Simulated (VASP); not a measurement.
Wanted: the native input for a VASP 6.6.1 run.

```
Task                   : electric field gradients
Functional             : LDA
Potentials or basis    : VASP PAW LDA potentials, release 64 (Ti_sv)
Cutoff                 : 520 eV
k mesh                 : 14 × 14 × 14
Occupations            : fermi-dirac, width 0.05 eV
Spin                   : no spin polarisation
Dipole correction      : no
Further INCAR settings : ALGO = Normal; EDIFF = 1e-08; NBANDS = 12
```

The structure of Ti lies in POSCAR:

```
Ti
1.0
   -1.6902300000      1.6902300000      1.6410000000
    1.6902300000     -1.6902300000      1.6410000000
    1.6902300000      1.6902300000     -1.6410000000
Ti
1
Direct
    0.0000000000      0.0000000000      0.0000000000
```

One way to write it, as run:

INCAR

```
ALGO = Normal
EDIFF = 1E-8
ENCUT = 520
ISIF = 2
ISMEAR = -1
LASPH = True
LCHARG = False
LEFG = True
LREAL = False
LWAVE = False
NBANDS = 12
NELM = 80
PREC = Accurate
SIGMA = 0.05
```

KPOINTS

```
k-points
0
Gamma
  14 14 14
```

Potentials or basis: VASP PAW LDA potentials, release 64 (Ti_sv).

The run is started by

```sh
$ cat potpaw_LDA.64/Ti_sv/POTCAR > POTCAR
$ mpirun -np 1 vasp_std > vasp.out
```

It gave:

| Property | Result |
| --- | --- |
| Pressure | -15.1 GPa |
| Band gap on the k mesh | zero (band 6 reaches 7.95 eV, above the bottom of band 7 at 6.51 eV) |

Caveat: without QUAD_EFG the Cq values of the log hold for a quadrupole moment of 1 mb, not for the nuclei.

It took 61 s on 1 thread of Intel Xeon 6975P-C, with other jobs on the host, peak memory 0.17 GiB.
